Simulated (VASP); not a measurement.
Set up this calculation in VASP 6.6.1, as the native input.

```yaml
Task: single point
Functional: PBEsol
Potentials_or_basis: VASP PAW PBE potentials, release 64 (Te, Mo_sv)
Cutoff: 520 eV
k_mesh: 3 × 6 × 2
Occupations: fermi-dirac, width 0.05 eV
Spin: no spin polarisation
Dipole_correction: no
Further_INCAR_settings: ALGO = Normal; EDIFF = 1e-07; NBANDS = 64
```

The structure of Te2Mo lies in POSCAR:

```
Te2Mo
1.0
    6.2662399317      0.0000000000     -0.0541142991
    0.0000000000      3.4001097432      0.0000000000
   -1.0554684015      0.0000000000     12.7623960036
Te Mo
8 4
Direct
    0.9525962736      0.7500000000      0.6097568754
    0.0474037264      0.2500000000      0.3902431246
    0.8996423198      0.2500000000      0.8398526262
    0.1003576802      0.7500000000      0.1601473738
    0.4074221244      0.7500000000      0.8902855536
    0.5925778756      0.2500000000      0.1097144464
    0.4486489008      0.2500000000      0.6593952341
    0.5513510992      0.7500000000      0.3406047659
    0.8154397260      0.7500000000      0.9918945543
    0.1845602740      0.2500000000      0.0081054457
    0.6818794195      0.2500000000      0.4943009582
    0.3181205805      0.7500000000      0.5056990418
```

One way to write it, as run:

INCAR

```
  PREC = Accurate
  ENCUT = 520
  EDIFF = 1E-7
  ISMEAR = -1
  SIGMA = 0.05
  LREAL = F
  LASPH = T
  NELM = 100
  ALGO = Normal
  ISIF = 2
  LWAVE = F
  LCHARG = F
  GGA = PS
  NBANDS = 64
```

KPOINTS

```
Automatic mesh
0
Gamma
  3 6 2
```

Potentials or basis: VASP PAW PBE potentials, release 64 (Te, Mo_sv).

Command:

```sh
$ cat potpaw_PBE.64/Te/POTCAR potpaw_PBE.64/Mo_sv/POTCAR > POTCAR
$ mpirun -np 1 vasp_std > vasp.out
```

Results of the run:

```yaml
Pressure: 5.1 GPa
Largest_force: 0.029 eV/Å
Band_gap_on_the_k_mesh: zero (band 52 reaches 10.19 eV, above the bottom of band 53 at 9.70 eV)
```

Caveat: the PAW data sets were made with another functional, which shifts forces and pressure a little; spin-orbit coupling is left out, which moves the levels of the heavy elements.

Run time: 4.9 min on 1 thread of Intel(R) Xeon(R) Platinum 8488C (Sapphire Rapids), on a shared host, peak memory 0.46 GiB.
